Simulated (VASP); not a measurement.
Here is a VASP 6.6.1 calculation.

Contents of POSCAR:

```
TaCu2O3
1.0
    2.6837451900      4.6483819000      0.0000000000
   -2.6837451900      4.6483819000      0.0000000000
    0.0000000000      0.0000000000      3.6092614300
Cu Ta O
2 1 3
Direct
    0.3333000000      0.3334000000      0.5000000000
    0.6666000000      0.6667000000      0.5000000000
    0.0000000000      0.0000000000      0.0000000000
    0.5000000000      0.5000000000      0.0000000000
    0.5000000000      0.0000000000      0.0000000000
    0.0000000000      0.5000000000      0.0000000000
```

Contents of INCAR.step1:

```
SYSTEM = TaCu2O3
ALGO = Normal ; EDIFF = 1E-4
ENCUT = 520 ; GGA = PE
ISMEAR = -1 ; ISYM = 0
LASPH = .True. ; LCHARG = .False.
LREAL = .False. ; LWAVE = .True.
NBANDS = 34 ; NELM = 100
PREC = Accurate ; SIGMA = 0.1
```

File INCAR.step2:

```
SYSTEM = TaCu2O3
ALGO = Normal ; EDIFF = 1E-7
ENCUT = 520 ; ISIF = 2
ISMEAR = -1 ; ISTART = 1
ISYM = 0 ; LASPH = .True.
LCHARG = .True. ; LELF = .True.
LMIXTAU = .True. ; LREAL = .False.
LVHAR = .True. ; LWAVE = .False.
METAGGA = R2SCAN ; NBANDS = 34
NELM = 100 ; PREC = Accurate
SIGMA = 0.1
```

KPOINTS

```
Automatic mesh
0
Gamma
  4 4 5
  0.5 0.5 0.5
```

Potentials or basis: VASP PAW PBE potentials, release 64 (Cu, Ta_pv, O).

Launch:

```sh
$ cat potpaw_PBE.64/Cu/POTCAR potpaw_PBE.64/Ta_pv/POTCAR potpaw_PBE.64/O/POTCAR > POTCAR
$ cp INCAR.step1 INCAR
$ mpirun -np 1 vasp_std > vasp.out
$ cp INCAR.step2 INCAR
$ mpirun -np 1 vasp_std > vasp.out
```

Task: What does it give for the pressure?

Result: -35.4 GPa.

Stress tensor (GPa, compression positive):
```
-35.24   0.00   0.00
  0.00 -35.25   0.00
  0.00   0.00 -35.86
```

Caveat: the PAW data sets were made with another functional, which shifts forces and pressure a little; an odd number of electrons without spin polarisation forces a metal; a magnetic or distorted state may lie lower.
